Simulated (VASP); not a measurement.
A run of VASP 6.6.1 is set up as follows.

File INCAR:

```
ALGO     = Normal         # electronic algorithm
EDIFF    = 1E-7           # SCF threshold, eV
ENCUT    = 520            # plane-wave cutoff, eV
GGA      = PE             # functional
ISIF     = 2              # what is computed and relaxed
ISMEAR   = 0              # smearing method
LASPH    = True           # aspherical terms in the spheres
LCHARG   = False          # write CHGCAR
LREAL    = False          # projectors in reciprocal space
LWAVE    = False          # write WAVECAR
NBANDS   = 12             # bands
NELM     = 60             # most SCF steps
PREC     = Accurate       # precision mode
SIGMA    = 0.15           # smearing width, eV
```

KPOINTS

```
k-points
0
Gamma
  22 22 22
```

Contents of POSCAR:

```
Cu
1.0
   -1.5469500000      1.5469500000      1.3819816190
    1.5469500000     -1.5469500000      1.3819816190
    1.5469500000      1.5469500000     -1.3819816190
Cu
1
Direct
    0.0000000000      0.0000000000      0.0000000000
```

Potentials or basis: VASP PAW PBE potentials, release 64 (Cu).

The run is started by

```bash
$ cat potpaw_PBE.64/Cu/POTCAR > POTCAR
$ mpirun -np 1 vasp_std > vasp.out
```

Estimate the pressure.

-9.6 GPa.

Stress tensor (GPa, compression positive):
```
-9.68  0.00  0.00
 0.00 -9.68  0.00
 0.00  0.00 -9.39
```
